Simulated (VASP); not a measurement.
# PbSe (Pnma) in VASP: electric field gradients with PBE

Aim: the electric field gradients of PbSe with PBE.

All numbers are computed with VASP 6.6.1; they aren't measurements. Logs are shortened: lines on timing, memory, paths and dates and some standing lists are left out, and cuts for length are marked.

### 1 The cell of the first run

It takes space group Pnma (No. 62, orthorhombic). Conventional cell: a = 13.220 Å, b = 4.456 Å, c = 4.415 Å, α = 90.00°, β = 90.00°, γ = 90.00°. Within 3.8 Å of Pb (site symmetry m) lie 5 Se at 2.88 to 3.27 Å. Se (site symmetry m) has 5 Pb at 2.88 to 3.27 Å within 3.8 Å.

### 2 Electric field gradients, PBE

INCAR reads:

```
SYSTEM = PbSe
PREC = Accurate
ENCUT = 520
EDIFF = 1E-8
ISMEAR = -1
SIGMA = 0.01
LREAL = .False.
LASPH = .True.
NELM = 80
ALGO = Normal
ISIF = 2
LWAVE = .False.
LCHARG = .False.
GGA = PE
LEFG = .True.
NBANDS = 50
```

KPOINTS reads:

```
Automatic mesh
0
Gamma
  3 8 8
  0 0 0
```

POSCAR reads:

```
PbSe
1.0
   13.2198180000      0.0000000000      0.0000000000
    0.0000000000      4.4564510000      0.0000000000
    0.0000000000      0.0000000000      4.4151840000
Pb Se
4 4
Direct
    0.8595810000      0.7500000000      0.9102860000
    0.3595810000      0.7500000000      0.5897140000
    0.1404190000      0.2500000000      0.0897140000
    0.6404190000      0.2500000000      0.4102860000
    0.6423060000      0.7500000000      0.9517540000
    0.1423060000      0.7500000000      0.5482460000
    0.3576940000      0.2500000000      0.0482460000
    0.8576940000      0.2500000000      0.4517540000
```

Potentials or basis: VASP PAW PBE potentials, release 64 (Pb_d, Se).

On the command line:

```
$ cat potpaw_PBE.64/Pb_d/POTCAR potpaw_PBE.64/Se/POTCAR > POTCAR
$ mpirun -np 1 vasp_std > vasp.out
```

OUTCAR:

```text
SYSTEM = PbSe
   PREC = Accurate
   ENCUT = 520
   EDIFF = 1E-8
   ISMEAR = -1
   LREAL = .False.
   LASPH = .True.
   NELM = 80
   ISIF = 2
   GGA = PE

 ion  position               nearest neighbor table
   1  0.860  0.750  0.910-   5 2.88   8 3.01   8 3.01   8 3.27   8 3.27
   2  0.360  0.750  0.590-   6 2.88   7 3.01   7 3.01   7 3.27   7 3.27
   3  0.140  0.250  0.090-   7 2.88   6 3.01   6 3.01   6 3.27   6 3.27
   4  0.640  0.250  0.410-   8 2.88   5 3.01   5 3.01   5 3.27   5 3.27
   5  0.642  0.750  0.952-   1 2.88   4 3.01   4 3.01   4 3.27   4 3.27
   6  0.142  0.750  0.548-   2 2.88   3 3.01   3 3.01   3 3.27   3 3.27
   7  0.358  0.250  0.048-   3 2.88   2 3.01   2 3.01   2 3.27   2 3.27
   8  0.858  0.250  0.452-   4 2.88   1 3.01   1 3.01   1 3.27   1 3.27

  LATTYP: Found a simple orthorhombic cell.
 ALAT       =     4.4151840000
 B/A-ratio  =     1.0093466093
 C/A-ratio  =     2.9941714773

  Lattice vectors:

 A1 = (   0.0000000000,   0.0000000000,  -4.4151840000)
 A2 = (   0.0000000000,   4.4564510000,   0.0000000000)
 A3 = (  13.2198180000,   0.0000000000,   0.0000000000)

Analysis of symmetry for initial positions (statically):
=====================================================================
 Subroutine PRICEL returns:
 Original cell was already a primitive cell.

 Routine SETGRP: Setting up the symmetry group for a
 simple orthorhombic supercell.

 Subroutine GETGRP returns: Found  8 space group operations
 (whereof  2 operations were pure point group operations)
 out of a pool of  8 trial point group operations.

The static configuration has the point symmetry S_2 .
 The point group associated with its full space group is D_2h.

Analysis of symmetry for dynamics (positions and initial velocities):
=====================================================================
 Subroutine PRICEL returns:
 Original cell was already a primitive cell.

 Routine SETGRP: Setting up the symmetry group for a
 simple orthorhombic supercell.

 Subroutine GETGRP returns: Found  8 space group operations
 (whereof  2 operations were pure point group operations)
 out of a pool of  8 trial point group operations.

The dynamic configuration has the point symmetry S_2 .
 The point group associated with its full space group is D_2h.

 Subroutine INISYM returns: Found  8 space group operations
 (whereof  2 operations are pure point group operations),
 and found     1 'primitive' translations

----------------------------------------------------------------------------------------

                                     Primitive cell

  volume of cell :     260.1138

  direct lattice vectors                    reciprocal lattice vectors
    13.219818000  0.000000000  0.000000000     0.075644007  0.000000000  0.000000000
     0.000000000  4.456451000  0.000000000     0.000000000  0.224393806  0.000000000
     0.000000000  0.000000000  4.415184000     0.000000000  0.000000000  0.226491127

  length of vectors
    13.219818000  4.456451000  4.415184000     0.075644007  0.224393806  0.226491127

  position of ions in fractional coordinates (direct lattice)
     0.859581000  0.750000000  0.910286000
     0.359581000  0.750000000  0.589714000
     0.140419000  0.250000000  0.089714000
     0.640419000  0.250000000  0.410286000
     0.642306000  0.750000000  0.951754000
     0.142306000  0.750000000  0.548246000
     0.357694000  0.250000000  0.048246000
     0.857694000  0.250000000  0.451754000

  ion indices of the primitive-cell ions
   primitive index   ion index
                 1           1
                 2           2
                 3           3
                 4           4
                 5           5
                 6           6
                 7           7
                 8           8
[... 73 lines left out ...]
   LREAL  =      F    real-space projection
   EDIFFG = 0.1E-06   stopping-criterion for IOM
   NSW    =      0    number of steps for IOM
   IBRION =     -1    ionic relax: 0-MD 1-quasi-New 2-CG
   NFREE  =      0    steps in history (QN), initial steepest desc. (CG)
   ISIF   =      2    stress and relaxation
   ISYM   =      2    0-nonsym 1-usesym 2-fastsym
   POTIM  = 0.5000    time-step for ionic-motion
   TEBEG  =    0.0;   TEEND  =   0.0 temperature during run
   PSTRESS=    0.0 pullay stress
   NELECT =      80.0000    total number of electrons
   NUPDOWN=      -1.0000    fix difference up-down
   EMIN   =  10.00;   EMAX   =-10.00  energy-range for DOS
   EFERMI =   0.00;   METHOD = LEGACY
   ISMEAR =    -1;   SIGMA  =   0.01  broadening in eV -4-tet -1-fermi 0-gaus
   EFERMI_NEDOS =   21; number of points for ismear=-14 and -15
   IALGO  =     38    algorithm
   IMIX   =      4    mixing-type and parameters
     AMIX     =   0.40;   BMIX     =  1.00
     AMIX_MAG =   1.60;   BMIX_MAG =  1.00
  volume/ion in A,a.u.               =      32.51       219.42
  Fermi-wavevector in a.u.,A,eV,Ry     =   1.105054  2.088250 16.614692  1.221145
  Thomas-Fermi vector in A             =   2.241536
   LORBIT       =      0    0 simple, 1 ext, 2 COOP (PROOUT), +10 PAW based schemes
   GGA     = PE    functional components
   LHFCALC =     F    Hartree Fock is set to
   AEXX    =    0.0000 exact exchange contribution
   IVDW    =     0    specifies the selected vdW correction
   LEPSILON=     F    determine dielectric tensor
   LRPA    =     F    only Hartree local field effects (RPA)
 non-spin polarized calculation
  energy-cutoff  :      520.00
  volume of cell :      260.11
 maximum number of plane-waves:      7036
 NGX is ok and might be reduce to    98
   NGX = 49   NGY = 17   NGZ = 17

 number of electron      79.9999988 magnetization

 Free energy of the ion-electron system (eV)
  ---------------------------------------------------
  ext. energy  EPLUGINS =         0.00000000
  ---------------------------------------------------
  free energy    TOTEN  =       -32.37012345 eV

  energy without entropy =      -32.37012345  energy(sigma->0) =      -32.37012345

 E-fermi :   3.6062     XC(G=0):  -8.8925

 val. band max:        3.3747599293   @ k =   0.0000   0.0000   0.3750
 cond. band min:       4.5861806974   @ k =   0.0000   0.0000   0.2500
 fundamental gap:      1.2114207681
 Fermi energy:         3.6062121840

 k-point     1 :       0.0000    0.0000    0.0000
  band No.  band energies     occupation
      1     -13.0656      2.00000
      2     -13.0627      2.00000
      3     -12.9915      2.00000
      4     -12.9912      2.00000
      5     -12.9874      2.00000
      6     -12.9825      2.00000
[... 1261 lines left out ...]
     49       7.6526      0.00000
     50       7.9064      0.00000

 [... further k-points ...]

------------------------ aborting loop because EDIFF is reached ----------------------------------------

  FORCE on cell =-STRESS in cart. coord.  units (eV):
  Direction    XX          YY          ZZ          XY          YZ          ZX
  --------------------------------------------------------------------------------------
  -------------------------------------------------------------------------------------
  Total       -2.2327486     -0.7514954     -0.6209781      0.0000000      0.0000000      0.0000000
  in kB      -13.7526687     -4.6288539     -3.8249295      0.0000000      0.0000000      0.0000000
  external PRESSURE =      -7.4021507 kB  Pullay stress =       0.0000000 kB

 VOLUME and BASIS-vectors are now :
 -----------------------------------------------------------------------------
  energy-cutoff  :      520.00
  volume of cell :      260.11
      direct lattice vectors                 reciprocal lattice vectors
    13.219818000  0.000000000  0.000000000     0.075644007  0.000000000  0.000000000
     0.000000000  4.456451000  0.000000000     0.000000000  0.224393806  0.000000000
     0.000000000  0.000000000  4.415184000     0.000000000  0.000000000  0.226491127

 POSITION                                       TOTAL-FORCE (eV/Angst)
 -----------------------------------------------------------------------------------
     11.36350      3.34234      4.01908        -0.076985     -0.000000      0.009174
      4.75360      3.34234      2.60370        -0.076985     -0.000000     -0.009174
      1.85631      1.11411      0.39610         0.076985     -0.000000     -0.009174
      8.46622      1.11411      1.81149         0.076985     -0.000000      0.009174
      8.49117      3.34234      4.20217         0.050106     -0.000000     -0.065778
      1.88126      3.34234      2.42061         0.050106      0.000000      0.065778
      4.72865      1.11411      0.21301        -0.050106      0.000000      0.065778
     11.33856      1.11411      1.99458        -0.050106      0.000000     -0.065778
 -----------------------------------------------------------------------------------
    total drift:                               -0.000000      0.000000      0.000000

  FREE ENERGIE OF THE ION-ELECTRON SYSTEM (eV)
  ---------------------------------------------------
  free  energy   TOTEN  =       -32.3701234479 eV

  energy  without entropy=      -32.3701234479  energy(sigma->0) =      -32.37012345

 Electric field gradients (V/A^2)
---------------------------------------------------------------------
 ion       V_xx      V_yy      V_zz      V_xy      V_xz      V_yz
---------------------------------------------------------------------
   1     -96.553    40.227    56.326    -0.000   -27.572    -0.000
   2     -96.553    40.227    56.326    -0.000    27.572     0.000
   3     -96.553    40.227    56.326     0.000   -27.572    -0.000
   4     -96.553    40.227    56.326     0.000    27.572    -0.000
   5      -1.426     8.050    -6.624    -0.000   -10.651    -0.000
   6      -1.426     8.050    -6.624    -0.000    10.651     0.000
   7      -1.426     8.050    -6.624     0.000   -10.651     0.000
   8      -1.426     8.050    -6.624    -0.000    10.651    -0.000
---------------------------------------------------------------------

 Electric field gradients after diagonalization (V/A^2)
 (convention: |V_zz| > |V_xx| > |V_yy|)
----------------------------------------------------------------------
 ion       V_xx      V_yy      V_zz     asymmetry (V_yy - V_xx)/ V_zz
----------------------------------------------------------------------
   1      61.146    40.227  -101.373       0.206
   2      61.146    40.227  -101.373       0.206
   3      61.146    40.227  -101.373       0.206
   4      61.146    40.227  -101.373       0.206
   5       8.050     6.939   -14.989       0.074
   6       8.050     6.939   -14.989       0.074
   7       8.050     6.939   -14.989       0.074
   8       8.050     6.939   -14.989       0.074
----------------------------------------------------------------------

           NMR quadrupolar parameters

 Cq : quadrupolar parameter    Cq=e*Q*V_zz/h
 eta: asymmetry parameters     (V_yy - V_xx)/ V_zz
 Q  : nuclear electric quadrupole moment in mb (millibarn)
----------------------------------------------------------------------
 ion       Cq(MHz)       eta       Q (mb)
----------------------------------------------------------------------
   1      -0.245       0.206       1.000
   2      -0.245       0.206       1.000
   3      -0.245       0.206       1.000
   4      -0.245       0.206       1.000
   5      -0.036       0.074       1.000
   6      -0.036       0.074       1.000
   7      -0.036       0.074       1.000
   8      -0.036       0.074       1.000
----------------------------------------------------------------------
```

Wall time 6.4 min (1 thread of Intel Xeon 6975P-C (Granite Rapids), shared host); peak memory 0.66 GiB.

What came out:

```
Free energy                             : -32.3701 eV
Pressure                                : -0.7 GPa
Largest force                           : 0.083 eV/Å
Band gap on the k mesh                  : 1.21 eV (least direct gap 1.31 eV)
Largest electric field gradient by atom : Pb -101.4; Se -15.0 V/Å²
```

Forces in eV/Å, atoms in the order of the input:
```
Pb  -0.077  0.000  0.009
Pb  -0.077  0.000 -0.009
Pb   0.077  0.000 -0.009
Pb   0.077  0.000  0.009
Se   0.050  0.000 -0.066
Se   0.050  0.000  0.066
Se  -0.050  0.000  0.066
Se  -0.050  0.000 -0.066
```

Stress tensor (GPa, compression positive):
```
-1.38  0.00  0.00
 0.00 -0.46  0.00
 0.00  0.00 -0.38
```

Electric field gradients, principal values (V/Å²):
| atom | least | middle | greatest (by size) |
| --- | --- | --- | --- |
| 1 Pb | 40.227 | 61.146 | -101.373 |
| 2 Pb | 40.227 | 61.146 | -101.373 |
| 3 Pb | 40.227 | 61.146 | -101.373 |
| 4 Pb | 40.227 | 61.146 | -101.373 |
| 5 Se | 6.939 | 8.050 | -14.989 |
| 6 Se | 6.939 | 8.050 | -14.989 |
| 7 Se | 6.939 | 8.050 | -14.989 |
| 8 Se | 6.939 | 8.050 | -14.989 |

Caveat: without QUAD_EFG the Cq values of the log hold for a quadrupole moment of 1 mb, not for the nuclei; spin-orbit coupling is left out, which moves the levels of the heavy elements. A k mesh can miss the band edges.
